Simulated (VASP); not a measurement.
# Ta3H in VASP: notebook

The runs below take Ta3H through single point, with PBE.

Everything below comes from runs of VASP 6.6.1. Logs are shortened: lines on timing, memory, paths and dates and some standing lists are left out, and cuts for length are marked.

## 1. The cell of the first run

The cell holds a slab with vacuum, 4 atoms: a = 2.874 Å, b = 2.874 Å, c = 20.027 Å, α = 90.00°, β = 90.00°, γ = 109.47°.

## 2. Single point, PBE

The input, INCAR:

```
SYSTEM = Ta3H
PREC     = Accurate       ! precision mode
ENCUT    = 520            ! plane-wave cutoff, eV
EDIFF    = 1E-6           ! SCF threshold, eV
ISMEAR   = 0              ! smearing method
SIGMA    = 0.1            ! smearing width, eV
LREAL    = .FALSE.        ! projectors in reciprocal space
LASPH    = .TRUE.         ! aspherical terms in the spheres
NELM     = 80             ! most SCF steps
ALGO     = Normal         ! electronic algorithm
ISIF     = 2              ! what is computed and relaxed
LWAVE    = .FALSE.        ! write WAVECAR
LCHARG   = .FALSE.        ! write CHGCAR
LDIPOL   = .TRUE.       
IDIPOL   = 3            
DIPOL    = 0.5 0.5 0.357
GGA      = PE             ! functional
NBANDS   = 25             ! bands
```

The input, KPOINTS:

```
Automatic mesh
0
G
  10 10 1
  0 0 0
```

The input, POSCAR:

```
Ta3H
1.0
    2.8743098524      0.0000000000      0.0000000000
   -0.9581032841      2.7099253172      0.0000000000
    0.0000000000      0.0000000000     20.0266897040
Ta H
3 1
Direct
    0.5000000000      0.5000000000      0.1997334587
    0.0000000000      0.0000000000      0.3127671377
    0.5000000000      0.5000000000      0.4257663064
    0.6666666667      1.0000000000      0.4889666349
```

Potentials or basis: VASP PAW PBE potentials, release 64 (Ta_pv, H).

Run with:

```sh
$ cat potpaw_PBE.64/Ta_pv/POTCAR potpaw_PBE.64/H/POTCAR > POTCAR
$ mpirun -np 1 vasp_std > vasp.out
```

OUTCAR:

```text
SYSTEM = Ta3H
   PREC = Accurate
   ENCUT = 520
   EDIFF = 1E-6
   ISMEAR = 0
   LREAL = .FALSE.
   LASPH = .TRUE.
   NELM = 80
   ISIF = 2
   GGA = PE

 ion  position               nearest neighbor table
   1  0.500  0.500  0.200-   2 2.81   2 2.81   2 3.26   2 3.26
   2  0.000  0.000  0.313-   3 2.81   3 2.81   1 2.81   1 2.81   3 3.26   3 3.26   1 3.26   1 3.26

   3  0.500  0.500  0.426-   4 1.85   4 2.09   2 2.81   2 2.81   2 3.26   2 3.26
   4  0.667  0.000  0.489-   3 1.85   3 2.09

  LATTYP: Found a base centered orthorhombic cell.
 ALAT       =     3.3189671341
 B/A-ratio  =     1.4142135623
 C/A-ratio  =     6.0340126596

  Lattice vectors:

 A1 = (   2.8743098524,   0.0000000000,   0.0000000000)
 A2 = (  -0.9581032841,   2.7099253172,   0.0000000000)
 A3 = (   0.0000000000,   0.0000000000,  20.0266897040)

Analysis of symmetry for initial positions (statically):
=====================================================================
 Subroutine PRICEL returns:
 Original cell was already a primitive cell.

 Routine SETGRP: Setting up the symmetry group for a
 base centered orthorhombic supercell.

 Subroutine GETGRP returns: Found  1 space group operations
 (whereof  1 operations were pure point group operations)
 out of a pool of  8 trial point group operations.

The static configuration has the point symmetry C_1 .

Analysis of symmetry for dynamics (positions and initial velocities):
=====================================================================
 Subroutine PRICEL returns:
 Original cell was already a primitive cell.

 Routine SETGRP: Setting up the symmetry group for a
 base centered orthorhombic supercell.

 Subroutine GETGRP returns: Found  1 space group operations
 (whereof  1 operations were pure point group operations)
 out of a pool of  8 trial point group operations.

The dynamic configuration has the point symmetry C_1 .

 Subroutine INISYM returns: Found  1 space group operations
 (whereof  1 operations are pure point group operations),
 and found     1 'primitive' translations

----------------------------------------------------------------------------------------

                                     Primitive cell

  volume of cell :     155.9912

  direct lattice vectors                    reciprocal lattice vectors
     2.874309852  0.000000000  0.000000000     0.347909603  0.123004620  0.000000000
    -0.958103284  2.709925317  0.000000000     0.000000000  0.369013859  0.000000000
     0.000000000  0.000000000 20.026689704     0.000000000  0.000000000  0.049933365

  length of vectors
     2.874309852  2.874309852 20.026689704     0.369013859  0.369013859  0.049933365

  position of ions in fractional coordinates (direct lattice)
     0.500000000  0.500000000  0.199733459
     0.000000000  0.000000000  0.312767138
     0.500000000  0.500000000  0.425766306
     0.666666667  0.000000000  0.488966635

  ion indices of the primitive-cell ions
   primitive index   ion index
                 1           1
                 2           2
                 3           3
                 4           4

----------------------------------------------------------------------------------------

 KPOINTS: Automatic mesh

Automatic generation of k-mesh.
 Grid dimensions read from file:
 generate k-points for:   10   10    1

 Generating k-lattice:

  Cartesian coordinates                     Fractional coordinates (reciprocal lattice)
     0.034790960  0.012300462  0.000000000     0.100000000  0.000000000  0.000000000
     0.000000000  0.036901386  0.000000000     0.000000000  0.100000000  0.000000000
     0.000000000  0.000000000  0.049933365     0.000000000  0.000000000  1.000000000

  Length of vectors
     0.036901386  0.036901386  0.049933365

  Shift w.r.t. Gamma in fractional coordinates (k-lattice)
     0.000000000  0.000000000  0.000000000

 Subroutine IBZKPT returns following result:
 ===========================================

 Found     52 irreducible k-points:

 Following reciprocal coordinates:
            Coordinates               Weight
  0.000000  0.000000  0.000000      1.000000
  0.100000  0.000000  0.000000      2.000000
  0.000000  0.100000  0.000000      2.000000
  0.200000  0.000000  0.000000      2.000000
  0.000000  0.200000  0.000000      2.000000
  0.300000  0.000000  0.000000      2.000000
[... 16 lines left out ...]
 -0.300000  0.100000  0.000000      2.000000
  0.100000 -0.300000  0.000000      2.000000
 [... further k-points ...]
   k-points           NKPTS =     52   k-points in BZ     NKDIM =     52   number of bands    NBANDS=     25
   number of dos      NEDOS =    301   number of ions     NIONS =      4
   total plane-waves  NPLWV =  86400
   dimension x,y,z NGX =    24 NGY =   24 NGZ =  150
   dimension x,y,z NGXF=    48 NGYF=   48 NGZF=  300
   ions per type =               3   1
   NGX,Y,Z   is equivalent  to a cutoff of  13.88, 13.88, 12.45 a.u.
   NGXF,Y,Z  is equivalent  to a cutoff of  27.76, 27.76, 24.90 a.u.
 SYSTEM =  Ta3H
   PREC   = accura    normal or accurate (medium, high low for compatibility)
   ISTART =      0    job   : 0-new  1-cont  2-samecut
   ICHARG =      2    charge: 1-file 2-atom 10-const
   ISPIN  =      1    spin polarized calculation?
   LNONCOLLINEAR =      F non collinear calculations
   LSORBIT =      F    spin-orbit coupling
   LASPH  =      T    aspherical Exc in radial PAW
   ENCUT  =  520.0 eV  38.22 Ry    6.18 a.u.   5.34  5.34 37.24*2*pi/ulx,y,z
   NELM   =     80;   NELMIN=  2; NELMDL= -5     # of ELM steps
   EDIFF  = 0.1E-05   stopping-criterion for ELM
   LREAL  =      F    real-space projection
[... 7 lines left out ...]
   TEBEG  =    0.0;   TEEND  =   0.0 temperature during run
   PSTRESS=    0.0 pullay stress
   NELECT =      34.0000    total number of electrons
   NUPDOWN=      -1.0000    fix difference up-down
   EMIN   =  10.00;   EMAX   =-10.00  energy-range for DOS
   EFERMI =   0.00;   METHOD = LEGACY
   ISMEAR =     0;   SIGMA  =   0.10  broadening in eV -4-tet -1-fermi 0-gaus
   EFERMI_NEDOS =   21; number of points for ismear=-14 and -15
   IALGO  =     38    algorithm
   IMIX   =      4    mixing-type and parameters
     AMIX     =   0.40;   BMIX     =  1.00
     AMIX_MAG =   1.60;   BMIX_MAG =  1.00
  volume/ion in A,a.u.               =      39.00       263.17
  Fermi-wavevector in a.u.,A,eV,Ry     =   0.985223  1.861801 13.206684  0.970664
  Thomas-Fermi vector in A             =   2.116514
   LORBIT       =      0    0 simple, 1 ext, 2 COOP (PROOUT), +10 PAW based schemes
   GGA     = PE    functional components
   LHFCALC =     F    Hartree Fock is set to
   AEXX    =    0.0000 exact exchange contribution
   IVDW    =     0    specifies the selected vdW correction
   LEPSILON=     F    determine dielectric tensor
   LRPA    =     F    only Hartree local field effects (RPA)
 non-spin polarized calculation
 Gauss-broadening in eV      SIGMA  =   0.10
  energy-cutoff  :      520.00
  volume of cell :      155.99
 maximum number of plane-waves:      4238
 NGX is ok and might be reduce to    24
   NGX = 11   NGY = 11   NGZ = 75

 dipolmoment           0.000000      0.000000      0.000202 electrons x Angstroem

 number of electron      33.9999997 magnetization

 dipolmoment           0.000000      0.000000     -0.006585 electrons x Angstroem

 Free energy of the ion-electron system (eV)
  ---------------------------------------------------
  ext. energy  EPLUGINS =         0.00000000
  ---------------------------------------------------
  free energy    TOTEN  =       -37.24854191 eV

  energy without entropy =      -37.23540227  energy(sigma->0) =      -37.24197209

 E-fermi :  -0.8847     XC(G=0):  -5.5197

 val. band max:       -0.8912824136   @ k =  -0.2000   0.2000   0.0000
 cond. band min:      -0.8833787384   @ k =   0.1000   0.1000   0.0000
 fundamental gap:      0.0079036752
 Fermi energy:        -0.8847364492

 k-point     1 :       0.0000    0.0000    0.0000
  band No.  band energies     occupation
      1     -35.3713      2.00000
      2     -35.0767      2.00000
      3     -34.6397      2.00000
      4     -34.5436      2.00000
      5     -34.3559      2.00000
      6     -34.3312      2.00000
[... 17 lines left out ...]
     24       2.7697      0.00000
     25       2.8567      0.00000

 k-point     2 :       0.1000    0.0000    0.0000
  band No.  band energies     occupation
      1     -35.3482      2.00000
      2     -35.0814      2.00000
      3     -34.6834      2.00000
      4     -34.6088      2.00000
      5     -34.3937      2.00000
      6     -34.3723      2.00000
[... 17 lines left out ...]
     24       2.7205      0.00000
     25       2.8554      0.00000

 k-point     3 :       0.0000    0.1000    0.0000
  band No.  band energies     occupation
      1     -35.3475      2.00000
      2     -35.0815      2.00000
      3     -34.6787      2.00000
      4     -34.6111      2.00000
      5     -34.4019      2.00000
      6     -34.3698      2.00000
[... 17 lines left out ...]
     24       2.7523      0.00000
     25       2.8466      0.00000

 k-point     4 :       0.2000    0.0000    0.0000
  band No.  band energies     occupation
      1     -35.2897      2.00000
      2     -35.1036      2.00000
      3     -34.8421      2.00000
      4     -34.7745      2.00000
      5     -34.4579      2.00000
      6     -34.4372      2.00000
[... 17 lines left out ...]
     24       2.5235      0.00000
     25       3.2373      0.00000
[... 477 lines left out ...]
 k-point    22 :       0.1000   -0.4000    0.0000
  band No.  band energies     occupation
      1     -35.2931      2.00000
      2     -35.2285      2.00000
      3     -35.1538      2.00000
      4     -35.0298      2.00000
      5     -34.6953      2.00000
      6     -34.5858      2.00000
[... 17 lines left out ...]
     24       3.5545      0.00000
     25       4.3119      0.00000

 k-point    23 :      -0.3000    0.1000    0.0000
  band No.  band energies     occupation
      1     -35.2493      2.00000
      2     -35.1151      2.00000
      3     -34.9938      2.00000
      4     -34.9492      2.00000
      5     -34.6100      2.00000
      6     -34.5250      2.00000
[... 17 lines left out ...]
     24       2.9482      0.00000
     25       3.3071      0.00000

 k-point    24 :       0.1000   -0.3000    0.0000
  band No.  band energies     occupation
      1     -35.2439      2.00000
      2     -35.1184      2.00000
      3     -34.9876      2.00000
      4     -34.9558      2.00000
      5     -34.6252      2.00000
      6     -34.5361      2.00000
[... 17 lines left out ...]
     24       3.0711      0.00000
     25       3.3915      0.00000

 [... further k-points ...]

------------------------ aborting loop because EDIFF is reached ----------------------------------------

 vacuum level on the upper side and lower side of the slab       (xc-potential included)        -0.294        -0.197

  FORCE on cell =-STRESS in cart. coord.  units (eV):
  Direction    XX          YY          ZZ          XY          YZ          ZX
  --------------------------------------------------------------------------------------
  -------------------------------------------------------------------------------------
  Total       -1.7963012     -1.5042032      0.7392979     -0.4985661      1.3402922      0.1740506
  in kB      -18.4497148    -15.4495920      7.5932902     -5.1207460     13.7660708      1.7876646
  external PRESSURE =      -8.7686722 kB  Pullay stress =       0.0000000 kB

 VOLUME and BASIS-vectors are now :
 -----------------------------------------------------------------------------
  energy-cutoff  :      520.00
  volume of cell :      155.99
      direct lattice vectors                 reciprocal lattice vectors
     2.874309852  0.000000000  0.000000000     0.347909603  0.123004620  0.000000000
    -0.958103284  2.709925317  0.000000000     0.000000000  0.369013859  0.000000000
     0.000000000  0.000000000 20.026689704     0.000000000  0.000000000  0.049933365

 POSITION                                       TOTAL-FORCE (eV/Angst)
 -----------------------------------------------------------------------------------
      0.95810      1.35496      4.00000        -0.015148      0.017109      0.035656
      0.00000      0.00000      6.26369        -0.029290     -0.025758     -0.407065
      0.95810      1.35496      8.52669         0.013330     -1.065509      0.362598
      1.91621      0.00000      9.79238         0.031109      1.074158      0.008811
 -----------------------------------------------------------------------------------
    total drift:                                0.000026      0.000035     -0.000401

  FREE ENERGIE OF THE ION-ELECTRON SYSTEM (eV)
  ---------------------------------------------------
  free  energy   TOTEN  =       -37.2485419068 eV

  energy  without entropy=      -37.2354022676  energy(sigma->0) =      -37.24197209

 vacuum level on the upper side and lower side of the slab         3.555         3.655
```

Run time: 3.4 min. Hardware: 1 thread of AMD EPYC 9R45 (Zen 5), shared host; peak memory 0.33 GiB.

What came out:

- Free energy: -37.2485 eV
- Largest force: 1.126 eV/Å
- Band gap on the k mesh: zero (band 17 reaches 0.26 eV, above the bottom of band 18 at -1.22 eV)

Forces in eV/Å, atoms in the order of the input:
```
Ta  -0.015  0.017  0.036
Ta  -0.029 -0.026 -0.407
Ta   0.013 -1.066  0.363
H    0.031  1.074  0.009
```

Caveat: spin-orbit coupling is left out, which moves the levels of the heavy elements.

## 3. Single point, PBE

The input, INCAR:

```
PREC = Accurate
ENCUT = 520
EDIFF = 1E-6
ISMEAR = 0
SIGMA = 0.1
LREAL = False
LASPH = True
NELM = 60
ALGO = Normal
ISIF = 2
LWAVE = False
LCHARG = False
LDIPOL = True
IDIPOL = 3
DIPOL = 0.5 0.5 0.360
GGA = PE
NBANDS = 25
```

The input, KPOINTS:

```
regular mesh
0
Gamma
  10 10 1
```

Changes to POSCAR since step 2:

```diff
@@ -11,2 +11,2 @@
     0.5000000000      0.5000000000      0.4257663064
-    0.6666666667      1.0000000000      0.4889666349
+    0.5000000000      0.8333333333      0.5027716141
```

Potentials or basis: VASP PAW PBE potentials, release 64 (Ta_pv, H).

Run with:

```sh
$ cat potpaw_PBE.64/Ta_pv/POTCAR potpaw_PBE.64/H/POTCAR > POTCAR
$ mpirun -np 1 vasp_std > vasp.out
```

It took 4.6 min on 1 thread of Intel Xeon Platinum 8259CL at 2.50GHz (Skylake/Cascade Lake), shared host; peak memory 0.36 GiB.

The run converged. Its results:

```yaml
Free_energy: -36.7683 eV
Largest_force: 1.223 eV/Å
Band_gap_on_the_k_mesh: zero (band 17 reaches 0.04 eV, above the bottom of band 18 at -1.51 eV)
```

Forces on the atoms (eV/Å):
```
Ta   0.004 -0.002  0.073
Ta   0.125 -0.108 -0.497
Ta   0.339 -1.019  0.408
H   -0.468  1.129  0.016
```

Levels at points of the mesh, in eV from the Fermi level:
| k point | band 15 | band 16 | band 17 | band 18 | band 19 | band 20 |
| --- | --- | --- | --- | --- | --- | --- |
| (0.00, 0.00, 0.00) | -0.75 | -0.32 | 0.31 | 0.62 | 0.99 | 1.05 |
| (0.50, 0.00, 0.00) | -1.42 | -1.28 | 0.07 | 0.48 | 1.55 | 3.07 |
| (0.00, 0.50, 0.00) | -1.42 | -0.65 | -0.15 | 1.26 | 2.21 | 3.26 |
| (0.50, 0.50, 0.00) | -1.23 | -0.67 | 1.20 | 1.56 | 2.16 | 2.86 |

Caveat: spin-orbit coupling is left out, which moves the levels of the heavy elements.

## 4. Single point, PBE

The input, INCAR:

```
  PREC = Accurate
  ENCUT = 520
  EDIFF = 1E-6
  ISMEAR = 0
  SIGMA = 0.1
  LREAL = F
  LASPH = T
  NELM = 100
  ALGO = Normal
  ISIF = 2
  LWAVE = F
  LCHARG = F
  LDIPOL = T
  IDIPOL = 3
  DIPOL = 0.5 0.5 0.363
  GGA = PE
  NBANDS = 25
```

The input, KPOINTS:

```
Automatic mesh
0
Gamma
  10 10 1
```

Changes to POSCAR since step 3:

```diff
@@ -11,2 +11,2 @@
     0.5000000000      0.5000000000      0.4257663064
-    0.5000000000      0.8333333333      0.5027716141
+    0.5000000000      0.6666666667      0.5131217264
```

Run with:

```sh
$ cat potpaw_PBE.64/Ta_pv/POTCAR potpaw_PBE.64/H/POTCAR > POTCAR
$ mpirun -np 1 vasp_std > vasp.out
```

It took 4.2 min on 1 thread of Intel Xeon Platinum 8259CL at 2.50GHz (Skylake/Cascade Lake), shared host; peak memory 0.37 GiB.

The run converged. Its results:

```yaml
Free_energy: -36.2910 eV
Largest_force: 0.863 eV/Å
Band_gap_on_the_k_mesh: zero (band 17 reaches -0.21 eV, above the bottom of band 18 at -1.79 eV)
```

Forces on the atoms (eV/Å):
```
Ta   0.002  0.015  0.114
Ta   0.138 -0.121 -0.719
Ta   0.131 -0.582  0.623
H   -0.270  0.688 -0.018
```

Levels at points of the mesh, in eV from the Fermi level:
| k point | band 13 | band 14 | band 15 | band 16 | band 17 | band 18 | band 19 | band 20 | band 21 | band 22 |
| --- | --- | --- | --- | --- | --- | --- | --- | --- | --- | --- |
| (0.00, 0.00, 0.00) | -3.30 | -1.58 | -0.79 | -0.35 | 0.28 | 0.58 | 0.99 | 1.06 | 3.12 | 3.21 |
| (0.50, 0.00, 0.00) | -1.94 | -1.50 | -1.39 | -1.24 | 0.27 | 0.54 | 1.57 | 3.04 | 3.45 | 3.58 |
| (0.00, 0.50, 0.00) | -2.42 | -1.49 | -1.44 | -0.94 | 0.10 | 0.97 | 1.71 | 3.09 | 3.42 | 3.56 |
| (0.50, 0.50, 0.00) | -3.00 | -2.03 | -1.25 | -0.89 | 1.20 | 1.34 | 2.33 | 2.70 | 3.39 | 4.65 |

Caveat: spin-orbit coupling is left out, which moves the levels of the heavy elements.
